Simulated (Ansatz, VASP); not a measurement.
## Re2Sb3 in VASP and in Ansatz

```xyz
5
Lattice="4.5145 0.0000 0.0000 -2.2572 3.9096 0.0000 0.0000 0.0000 5.9095" Properties=species:S:1:pos:R:3 pbc="T T T"
Re    0.0000    2.6064    0.9417
Re    2.2572    1.3032    4.9678
Sb    0.0000    0.0000    0.0000
Sb    0.0000    2.6064    3.8623
Sb    2.2572    1.3032    2.0472
```

Alike in both runs: functional PBE; k mesh 6 × 6 × 4; occupations gaussian, width 0.1 eV; no spin polarisation.

Ansatz relaxed the structure, and its values are those at the end. VASP's run is a single point on that final structure, the one shown.

|  | VASP | Ansatz |
| --- | --- | --- |
| version | VASP 6.6.1 | Ansatz 0.2.0 |
| potentials or method | VASP PAW PBE potentials, release 64 (Re, Sb), cutoff 520 eV | scalar-relativistic, plane waves, PAW |
| valence electrons in the cell | 29 | 75 |

```tsv
	VASP	Ansatz	Ansatz less VASP
gap on the k mesh at the Fermi level (eV)	none	none	-
pressure (GPa)	-0.2	0.0	+0.16
rms of the force components (eV/Å)	0.017	0.009	-0.0085
```

A gap of «none» marks a metal or a gap that the smearing closes. The functional is the same, so the differences come from potentials, cutoffs and numerics. VASP's potentials hold 29 valence electrons a cell and Ansatz's 75, so a difference there can come from the potentials and not from the codes.

Spin-orbit coupling is off throughout.
